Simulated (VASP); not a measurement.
# Zn2S (F-43m) in VASP: a series of runs

Zn2S is run at these levels: PBE; tasks: single point, relaxation of cell and atoms.

Program: VASP 6.6.1. These are calculated values, not measurements. Logs are shortened: lines on timing, memory, paths and dates and some standing lists are left out, and cuts for length are marked.

### Step 1. The cell of the first run

The structure is cubic, space group F-43m (No. 216). The conventional cell has a = 6.114 Å, b = 6.114 Å, c = 6.114 Å, α = 90.00°, β = 90.00°, γ = 90.00°. Zn (site symmetry -43m) has 4 Zn at 2.65 Å and 6 S at 3.06 Å within 3.5 Å. Zn (site symmetry -43m) has 4 Zn at 2.65 Å and 4 S at 2.65 Å within 3.5 Å. Within 3.5 Å of S (site symmetry -43m) lie 10 Zn at 2.65 to 3.06 Å.

The cell was generated, and may not be a known phase.

### Step 2. Single point, PBE

File INCAR:

```
PREC     = Accurate       # precision mode
ENCUT    = 520            # plane-wave cutoff, eV
EDIFF    = 1E-7           # SCF threshold, eV
ISMEAR   = 0              # smearing method
SIGMA    = 0.2            # smearing width, eV
LREAL    = False          # projectors in reciprocal space
LASPH    = True           # aspherical terms in the spheres
NELM     = 60             # most SCF steps
ALGO     = Normal         # electronic algorithm
ISIF     = 2              # what is computed and relaxed
LWAVE    = False          # write WAVECAR
LCHARG   = False          # write CHGCAR
GGA      = PE             # functional
NBANDS   = 22             # bands
```

File KPOINTS:

```
regular mesh
0
Gamma
  5 5 5
```

File POSCAR:

```
Zn2S
1.0
    0.0000000000      3.0571040090      3.0571040090
    3.0571040090      0.0000000000      3.0571040090
    3.0571040090      3.0571040090      0.0000000000
Zn S
2 1
Direct
    0.0000000000      0.0000000000      0.0000000000
    0.7500000000      0.7500000000      0.7500000000
    0.5000000000      0.5000000000      0.5000000000
```

Potentials or basis: VASP PAW PBE potentials, release 64 (Zn, S).

Launch:

```
$ cat potpaw_PBE.64/Zn/POTCAR potpaw_PBE.64/S/POTCAR > POTCAR
$ mpirun -np 1 vasp_std > vasp.out
```

OUTCAR:

```text
PREC = Accurate
   ENCUT = 520
   EDIFF = 1E-7
   ISMEAR = 0
   LREAL = False
   LASPH = True
   NELM = 60
   ISIF = 2
   GGA = PE

 ion  position               nearest neighbor table
   1  0.000  0.000  0.000-   2 2.65   2 2.65   2 2.65   2 2.65
   2  0.750  0.750  0.750-   1 2.65   3 2.65   3 2.65   3 2.65   3 2.65   1 2.65   1 2.65   1 2.65

   3  0.500  0.500  0.500-   2 2.65   2 2.65   2 2.65   2 2.65

  LATTYP: Found a face centered cubic cell.
 ALAT       =     6.1142080180

  Lattice vectors:

 A1 = (   0.0000000000,   3.0571040090,   3.0571040090)
 A2 = (   3.0571040090,   0.0000000000,   3.0571040090)
 A3 = (   3.0571040090,   3.0571040090,   0.0000000000)

Analysis of symmetry for initial positions (statically):
=====================================================================
 Subroutine PRICEL returns:
 Original cell was already a primitive cell.

 Routine SETGRP: Setting up the symmetry group for a
 face centered cubic supercell.

 Subroutine GETGRP returns: Found 24 space group operations
 (whereof 24 operations were pure point group operations)
 out of a pool of 48 trial point group operations.

The static configuration has the point symmetry T_d .

Analysis of symmetry for dynamics (positions and initial velocities):
=====================================================================
 Subroutine PRICEL returns:
 Original cell was already a primitive cell.

 Routine SETGRP: Setting up the symmetry group for a
 face centered cubic supercell.

 Subroutine GETGRP returns: Found 24 space group operations
 (whereof 24 operations were pure point group operations)
 out of a pool of 48 trial point group operations.

The dynamic configuration has the point symmetry T_d .

 Subroutine INISYM returns: Found 24 space group operations
 (whereof 24 operations are pure point group operations),
 and found     1 'primitive' translations

----------------------------------------------------------------------------------------

                                     Primitive cell

  volume of cell :      57.1427

  direct lattice vectors                    reciprocal lattice vectors
     0.000000000  3.057104009  3.057104009    -0.163553480  0.163553480  0.163553480
     3.057104009  0.000000000  3.057104009     0.163553480 -0.163553480  0.163553480
     3.057104009  3.057104009  0.000000000     0.163553480  0.163553480 -0.163553480

  length of vectors
     4.323397951  4.323397951  4.323397951     0.283282937  0.283282937  0.283282937

  position of ions in fractional coordinates (direct lattice)
     0.000000000  0.000000000  0.000000000
     0.750000000  0.750000000  0.750000000
     0.500000000  0.500000000  0.500000000

  ion indices of the primitive-cell ions
   primitive index   ion index
                 1           1
                 2           2
                 3           3

----------------------------------------------------------------------------------------

 KPOINTS: regular mesh

Automatic generation of k-mesh.
 Grid dimensions read from file:
 generate k-points for:    5    5    5

 Generating k-lattice:

  Cartesian coordinates                     Fractional coordinates (reciprocal lattice)
    -0.032710696  0.032710696  0.032710696     0.200000000  0.000000000  0.000000000
     0.032710696 -0.032710696  0.032710696     0.000000000  0.200000000  0.000000000
     0.032710696  0.032710696 -0.032710696     0.000000000  0.000000000  0.200000000

  Length of vectors
     0.056656587  0.056656587  0.056656587

  Shift w.r.t. Gamma in fractional coordinates (k-lattice)
     0.000000000  0.000000000  0.000000000

 Subroutine IBZKPT returns following result:
 ===========================================

 Found     10 irreducible k-points:

 Following reciprocal coordinates:
            Coordinates               Weight
  0.000000  0.000000  0.000000      1.000000
  0.200000  0.000000  0.000000      8.000000
  0.400000  0.000000  0.000000      8.000000
  0.200000  0.200000  0.000000      6.000000
  0.400000  0.200000  0.000000     24.000000
 -0.400000  0.200000  0.000000     24.000000
 -0.200000  0.200000  0.000000     12.000000
  0.400000  0.400000  0.000000      6.000000
 -0.400000  0.400000  0.000000     12.000000
 -0.400000  0.400000  0.200000     24.000000
   k-points           NKPTS =     10   k-points in BZ     NKDIM =     10   number of bands    NBANDS=     22
   number of dos      NEDOS =    301   number of ions     NIONS =      3
   total plane-waves  NPLWV =  32768
   dimension x,y,z NGX =    32 NGY =   32 NGZ =   32
   dimension x,y,z NGXF=    64 NGYF=   64 NGZF=   64
   ions per type =               2   1
   NGX,Y,Z   is equivalent  to a cutoff of  12.30, 12.30, 12.30 a.u.
   NGXF,Y,Z  is equivalent  to a cutoff of  24.61, 24.61, 24.61 a.u.
 SYSTEM =  unknown system
   PREC   = accura    normal or accurate (medium, high low for compatibility)
   ISTART =      0    job   : 0-new  1-cont  2-samecut
   ICHARG =      2    charge: 1-file 2-atom 10-const
   ISPIN  =      1    spin polarized calculation?
   LNONCOLLINEAR =      F non collinear calculations
   LSORBIT =      F    spin-orbit coupling
   LASPH  =      T    aspherical Exc in radial PAW
   ENCUT  =  520.0 eV  38.22 Ry    6.18 a.u.   8.04  8.04  8.04*2*pi/ulx,y,z
   NELM   =     60;   NELMIN=  2; NELMDL= -5     # of ELM steps
   EDIFF  = 0.1E-06   stopping-criterion for ELM
   LREAL  =      F    real-space projection
   EDIFFG = 0.1E-05   stopping-criterion for IOM
   NSW    =      0    number of steps for IOM
   IBRION =     -1    ionic relax: 0-MD 1-quasi-New 2-CG
   NFREE  =      0    steps in history (QN), initial steepest desc. (CG)
   ISIF   =      2    stress and relaxation
   ISYM   =      2    0-nonsym 1-usesym 2-fastsym
   POTIM  = 0.5000    time-step for ionic-motion
   TEBEG  =    0.0;   TEEND  =   0.0 temperature during run
   PSTRESS=    0.0 pullay stress
   NELECT =      30.0000    total number of electrons
   NUPDOWN=      -1.0000    fix difference up-down
   EMIN   =  10.00;   EMAX   =-10.00  energy-range for DOS
   EFERMI =   0.00;   METHOD = LEGACY
   ISMEAR =     0;   SIGMA  =   0.20  broadening in eV -4-tet -1-fermi 0-gaus
   EFERMI_NEDOS =   21; number of points for ismear=-14 and -15
   IALGO  =     38    algorithm
   IMIX   =      4    mixing-type and parameters
     AMIX     =   0.40;   BMIX     =  1.00
     AMIX_MAG =   1.60;   BMIX_MAG =  1.00
  volume/ion in A,a.u.               =      19.05       128.54
  Fermi-wavevector in a.u.,A,eV,Ry     =   1.320672  2.495709 23.730942  1.744175
  Thomas-Fermi vector in A             =   2.450481
   LORBIT       =      0    0 simple, 1 ext, 2 COOP (PROOUT), +10 PAW based schemes
   GGA     = PE    functional components
   LHFCALC =     F    Hartree Fock is set to
   AEXX    =    0.0000 exact exchange contribution
   IVDW    =     0    specifies the selected vdW correction
   LEPSILON=     F    determine dielectric tensor
   LRPA    =     F    only Hartree local field effects (RPA)
 non-spin polarized calculation
 Gauss-broadening in eV      SIGMA  =   0.20
  energy-cutoff  :      520.00
  volume of cell :       57.14
 maximum number of plane-waves:      1552
   NGX = 17   NGY = 17   NGZ = 17

 number of electron      30.0000033 magnetization

 Free energy of the ion-electron system (eV)
  ---------------------------------------------------
  ext. energy  EPLUGINS =         0.00000000
  ---------------------------------------------------
  free energy    TOTEN  =        -6.09184487 eV

  energy without entropy =       -6.09178402  energy(sigma->0) =       -6.09181444

 E-fermi :   3.1682     XC(G=0): -10.1183

 val. band max:        2.6514400030   @ k =  -0.4000   0.2000   0.0000
 cond. band min:       3.6816140580   @ k =  -0.4000   0.2000   0.0000
 fundamental gap:      1.0301740550
 Fermi energy:         3.1682259622

 k-point     1 :       0.0000    0.0000    0.0000
  band No.  band energies     occupation
      1     -10.7781      2.00000
      2      -4.6605      2.00000
      3      -4.6605      2.00000
      4      -4.6605      2.00000
      5      -4.4898      2.00000
      6      -4.4898      2.00000
[... 14 lines left out ...]
     21       9.2570      0.00000
     22       9.2570      0.00000

 k-point     2 :       0.2000    0.0000    0.0000
  band No.  band energies     occupation
      1     -10.5884      2.00000
      2      -4.6776      2.00000
      3      -4.6749      2.00000
      4      -4.6749      2.00000
      5      -4.4493      2.00000
      6      -4.4493      2.00000
[... 14 lines left out ...]
     21       9.0012      0.00000
     22      11.3377      0.00000

 k-point     3 :       0.4000    0.0000    0.0000
  band No.  band energies     occupation
      1     -10.2390      2.00000
      2      -4.6617      2.00000
      3      -4.6617      2.00000
      4      -4.6088      2.00000
      5      -4.4405      2.00000
      6      -4.4405      2.00000
[... 14 lines left out ...]
     21      10.6664      0.00000
     22      12.9099      0.00000

 k-point     4 :       0.2000    0.2000    0.0000
  band No.  band energies     occupation
      1     -10.5307      2.00000
      2      -4.7943      2.00000
      3      -4.6182      2.00000
      4      -4.6182      2.00000
      5      -4.4424      2.00000
      6      -4.4355      2.00000
[... 14 lines left out ...]
     21      11.0081      0.00000
     22      11.0081      0.00000

 k-point     5 :       0.4000    0.2000    0.0000
  band No.  band energies     occupation
      1     -10.2415      2.00000
      2      -4.7630      2.00000
      3      -4.6042      2.00000
      4      -4.5811      2.00000
      5      -4.4270      2.00000
      6      -4.4025      2.00000
[... 14 lines left out ...]
     21      11.7372      0.00000
     22      13.3602      0.00000

 k-point     6 :      -0.4000    0.2000    0.0000
  band No.  band energies     occupation
      1     -10.1141      2.00000
      2      -4.6487      2.00000
      3      -4.6350      2.00000
      4      -4.4969      2.00000
      5      -4.4602      2.00000
      6      -4.3884      2.00000
[... 14 lines left out ...]
     21      10.6613      0.00000
     22      12.7148      0.00000

 k-point     7 :      -0.2000    0.2000    0.0000
  band No.  band energies     occupation
      1     -10.3464      2.00000
      2      -4.7043      2.00000
      3      -4.7021      2.00000
      4      -4.5920      2.00000
      5      -4.4528      2.00000
      6      -4.4007      2.00000
[... 14 lines left out ...]
     21      10.8481      0.00000
     22      12.3588      0.00000

 k-point     8 :       0.4000    0.4000    0.0000
  band No.  band energies     occupation
      1     -10.1126      2.00000
      2      -4.6932      2.00000
      3      -4.5651      2.00000
      4      -4.5651      2.00000
      5      -4.4567      2.00000
      6      -4.3297      2.00000
[... 14 lines left out ...]
     21      12.6382      0.00000
     22      13.3414      0.00000

 k-point     9 :      -0.4000    0.4000    0.0000
  band No.  band energies     occupation
      1     -10.0337      2.00000
      2      -4.6162      2.00000
      3      -4.5856      2.00000
      4      -4.4768      2.00000
      5      -4.4321      2.00000
      6      -4.3251      2.00000
[... 14 lines left out ...]
     21      12.3129      0.00000
     22      13.6391      0.00000

 k-point    10 :      -0.4000    0.4000    0.2000
  band No.  band energies     occupation
      1     -10.0663      2.00000
      2      -4.6629      2.00000
      3      -4.5742      2.00000
      4      -4.5059      2.00000
      5      -4.4187      2.00000
      6      -4.3647      2.00000
[... 14 lines left out ...]
     21      12.3513      0.00000
     22      13.1877      0.00000

------------------------ aborting loop because EDIFF is reached ----------------------------------------

  FORCE on cell =-STRESS in cart. coord.  units (eV):
  Direction    XX          YY          ZZ          XY          YZ          ZX
  --------------------------------------------------------------------------------------
  -------------------------------------------------------------------------------------
  Total       -0.0836329     -0.0836329     -0.0836329      0.0000000      0.0000000      0.0000000
  in kB       -2.3449151     -2.3449151     -2.3449151      0.0000000      0.0000000      0.0000000
  external PRESSURE =      -2.3449151 kB  Pullay stress =       0.0000000 kB

 VOLUME and BASIS-vectors are now :
 -----------------------------------------------------------------------------
  energy-cutoff  :      520.00
  volume of cell :       57.14
      direct lattice vectors                 reciprocal lattice vectors
     0.000000000  3.057104009  3.057104009    -0.163553480  0.163553480  0.163553480
     3.057104009  0.000000000  3.057104009     0.163553480 -0.163553480  0.163553480
     3.057104009  3.057104009  0.000000000     0.163553480  0.163553480 -0.163553480

 POSITION                                       TOTAL-FORCE (eV/Angst)
 -----------------------------------------------------------------------------------
      0.00000      0.00000      0.00000        -0.000000     -0.000000     -0.000000
      4.58566      4.58566      4.58566         0.000000      0.000000      0.000000
      3.05710      3.05710      3.05710         0.000000      0.000000      0.000000
 -----------------------------------------------------------------------------------
    total drift:                                0.000001      0.000001      0.000001

  FREE ENERGIE OF THE ION-ELECTRON SYSTEM (eV)
  ---------------------------------------------------
  free  energy   TOTEN  =        -6.0918448687 eV

  energy  without entropy=       -6.0917840204  energy(sigma->0) =       -6.09181444
```

Run time: 6.9 s. Hardware: 1 thread of Intel Xeon 6975P-C (Granite Rapids), shared host; peak memory 0.17 GiB.

What came out:

```yaml
Free_energy: -6.0918 eV
Pressure: -0.2 GPa
Band_gap_on_the_k_mesh: 1.03 eV
```

Caveat: an odd mesh through Γ misses points on the zone boundary, where band edges can lie.

### Step 3. Relaxation of cell and atoms, PBE

This run uses another cell than the first one, of 20.23 Å³/atom.

File INCAR:

```
PREC     = Accurate       # precision mode
ENCUT    = 600            # plane-wave cutoff, eV
EDIFF    = 1E-6           # SCF threshold, eV
ISMEAR   = 0              # smearing method
SIGMA    = 0.2            # smearing width, eV
LREAL    = False          # projectors in reciprocal space
LASPH    = True           # aspherical terms in the spheres
NELM     = 60             # most SCF steps
ALGO     = Normal         # electronic algorithm
ISIF     = 3              # what is computed and relaxed
LWAVE    = False          # write WAVECAR
LCHARG   = False          # write CHGCAR
GGA      = PE             # functional
IBRION   = 2              # ionic algorithm
NSW      = 36             # ionic steps
EDIFFG   = -0.08          # ionic threshold
```

File KPOINTS:

```
Automatic mesh
0
Gamma
  5 5 5
```

File POSCAR:

```
Zn2S
1.0
    0.0000000000      3.1190265500      3.1190265500
    3.1190265500      0.0000000000      3.1190265500
    3.1190265500      3.1190265500      0.0000000000
Zn S
2 1
Direct
    0.0000000000      0.0000000000      0.0000000000
    0.7500000000      0.7500000000      0.7500000000
    0.5000000000      0.5000000000      0.5000000000
```

Potentials or basis: VASP PAW PBE potentials, release 64 (Zn, S).

Launch:

```
$ cat potpaw_PBE.64/Zn/POTCAR potpaw_PBE.64/S/POTCAR > POTCAR
$ mpirun -np 1 vasp_std > vasp.out
```

Wall time 15 s (1 thread of Intel Xeon 6975P-C (Granite Rapids), shared host); peak memory 0.21 GiB.

The run converged. Its results:

```yaml
Free_energy: -6.0922 eV
Relaxed_volume: 19.09 Å³/atom
Relaxed_cell: a = 4.327 Å, b = 4.327 Å, c = 4.327 Å, α = 60.00°, β = 60.00°, γ = 60.00°
Space_group_after_relaxing_to_0.1_Å: F-43m (No. 216)
Energy_gained_by_relaxing: 13.1 meV/atom
Ionic_steps: 2
Pressure_after_relaxing: -0.4 GPa
Band_gap_on_the_k_mesh: 1.03 eV
```

The path:
```csv
step,energy change (eV),largest force (eV/Å),pressure (GPa),volume (Å³)
1,0.0000,0.0000,-3.13,60.69
2,-0.0392,0.0000,-0.44,57.28
```

Final structure:
```yaml
crystal:
  lattice:
    - [0.00000, 3.05964, 3.05964]
    - [3.05964, 0.00000, 3.05964]
    - [3.05964, 3.05964, 0.00000]
  atoms:
    - { symbol: Zn, position: [0.00000, 0.00000, 0.00000] }
    - { symbol: Zn, position: [0.75000, 0.75000, 0.75000] }
    - { symbol: S, position: [0.50000, 0.50000, 0.50000] }
```

Levels at points of the mesh, in eV from the valence-band top:
```
           k point  band 12  band 13  band 14  band 15  band 16  band 17  band 18  band 19
(0.00, 0.00, 0.00)    -3.79    -2.04    -2.04    -2.04     3.64     3.64     3.64     5.64
```

Caveat: an odd mesh through Γ misses points on the zone boundary, where band edges can lie.
